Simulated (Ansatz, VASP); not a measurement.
One calculation of TiNb2As3, two programs

```
Ti Nb As
1.0
     5.92820    0.00000    0.00000
    -2.96410    5.13397    0.00000
     0.00000    0.00000    3.59140
Ti Nb As
1 2 3
Cartesian
  0.0000 0.0000 0.0000
  0.0000 3.4226 0.0000
  2.9641 1.7113 0.0000
  2.9641 0.0000 1.7957
  1.4820 2.5670 1.7957
  -1.4820 2.5670 1.7957
```

Change from the starting cell: species swapped into the YbCo3B2 type (P6/mmm, No. 191).

Alike in both runs: task relaxation of cell and atoms; functional PBE; k mesh 3 × 3 × 6; occupations gaussian, width 0.1 eV; no spin polarisation.

|  | VASP | Ansatz |
| --- | --- | --- |
| version | VASP 6.6.1 | Ansatz 0.2.0 |
| potentials or method | VASP PAW PBE potentials, release 64 (Ti_sv, Nb_sv, As), cutoff 500 eV | scalar-relativistic, plane waves, PAW |
| valence electrons in the cell | 53 | 83 |

```csv
,VASP,Ansatz,Ansatz less VASP
"gap on the k mesh at the Fermi level, each at its own relaxed structure (eV)",none,none,-
relaxed volume (Å³/atom),18.98,18.95,-0.031
relaxed cell length with the largest relative difference (Å),5.653,5.645,-0.0079
```

A gap of «none» marks a metal or a gap that the smearing closes. VASP's potentials hold 53 valence electrons a cell and Ansatz's 83, so a difference there can come from the potentials and not from the codes.

The k mesh is coarse, so the values compare programs but aren't converged.
